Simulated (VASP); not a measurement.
Input of a VASP 6.6.1 run:

Contents of INCAR:

```
PREC = Accurate
ENCUT = 520
EDIFF = 1E-8
ISMEAR = -1
SIGMA = 0.15
LREAL = False
LASPH = True
NELM = 100
ALGO = Normal
ISIF = 2
LWAVE = False
LCHARG = False
GGA = PS
IBRION = 8
NSW = 1
```

File KPOINTS:

```
regular mesh
0
Gamma
  8 8 8
```

The input POSCAR:

```
Sr3CO
1.0
    4.8853000000      0.0000000000      0.0000000000
    0.0000000000      4.8853000000      0.0000000000
    0.0000000000      0.0000000000      4.8853000000
C O Sr
1 1 3
Direct
    0.0000000000      0.0000000000      0.0000000000
    0.5000000000      0.5000000000      0.5000000000
    0.5000000000      0.5000000000      0.0000000000
    0.5000000000      0.0000000000      0.5000000000
    0.0000000000      0.5000000000      0.5000000000
```

Potentials or basis: VASP PAW PBE potentials, release 64 (C, O, Sr_sv).

Command:

```console
$ cat potpaw_PBE.64/C/POTCAR potpaw_PBE.64/O/POTCAR potpaw_PBE.64/Sr_sv/POTCAR > POTCAR
$ mpirun -np 1 vasp_std > vasp.out
```

**Question.** Estimate the highest phonon frequency at Γ, LO-TO splitting left out.

**Answer.** 329 cm⁻¹.

**Question.** Estimate the most unstable mode.

**Answer.** 185i cm⁻¹.

Phonon frequencies in cm⁻¹ (negative: imaginary):
| q point | frequencies |
| --- | --- |
| (0.000, 0.000, 0.000) | -185 -185 -185 -33 -33 -33 0 0 0 189 189 189 329 329 329 |

Caveat: the cell wasn't relaxed at this level first, which shifts response properties; some modes are imaginary.
